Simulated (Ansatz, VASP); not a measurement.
MgO in VASP and in Ansatz

```
Mg O
1.0
     5.39262    0.00000    0.00000
     0.00000    5.39262    0.00000
     0.00000    0.00000    5.39262
Mg O
4 4
Direct
  0.87500 0.87500 0.87500
  0.62500 0.12500 0.37500
  0.12500 0.37500 0.62500
  0.37500 0.62500 0.12500
  0.37500 0.37500 0.37500
  0.12500 0.62500 0.87500
  0.62500 0.87500 0.12500
  0.87500 0.12500 0.62500
```

Alike in both runs: functional PBE; k mesh 6 × 6 × 6; occupations gaussian, width 0.02 eV; no spin polarisation.

Ansatz relaxed the structure, and its values are those at the end. VASP's run is a single point on that final structure, the one shown.

```csv
,VASP,Ansatz
version,VASP 6.6.1,Ansatz 0.2.0
potentials or method,"VASP PAW PBE potentials, release 64 (Mg, O), cutoff 520 eV","scalar-relativistic, plane waves, PAW"
valence electrons in the cell,32,64
```

|  | VASP | Ansatz | Ansatz less VASP |
| --- | --- | --- | --- |
| gap on the k mesh at the Fermi level (eV) | 1.74 | 1.75 | +0.016 |
| least direct gap on the mesh (eV) | 1.74 | 1.75 | +0.016 |
| pressure (GPa) | -0.1 | 0.0 | +0.15 |

The functional is the same, so the differences come from potentials, cutoffs and numerics. VASP's potentials hold 32 valence electrons a cell and Ansatz's 64, so a difference there can come from the potentials and not from the codes.
